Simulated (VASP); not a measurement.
Crystal: Mg2C.

```
C Mg
1.0
     0.00000    2.64534    2.64534
     2.64534    0.00000    2.64534
     2.64534    2.64534    0.00000
C Mg
1 2
Direct
  0.00000 0.00000 0.00000
  0.25000 0.25000 0.25000
  0.75000 0.75000 0.75000
```

This cell differs from its parent crystal: strain -2.4%.

Base run:

```yaml
Program: VASP 6.6.1
Functional: r2SCAN
Potentials_or_basis: VASP PAW PBE potentials, release 64 (C, Mg)
Cutoff: 520 eV
k_mesh: 8 × 8 × 8
Occupations: gaussian, width 0.01 eV
Spin: no spin polarisation
```

Its results: band gap on the k mesh 1.12 eV, indirect (least direct gap 2.47 eV); pressure 8.0 GPa.

Question: The run is repeated on the same cell with these changes: functional from r2SCAN to HSE06; k mesh from 8 × 8 × 8 to 6 × 6 × 6. What comes out?

Answer: Band gap on the k mesh 1.43 eV, indirect (least direct gap 2.85 eV); pressure 7.8 GPa.

Several settings changed at once, so the effect can't be laid on one alone.

Caveats: the PAW data sets were made with another functional, which shifts forces and pressure a little.

A k mesh can miss the band edges.
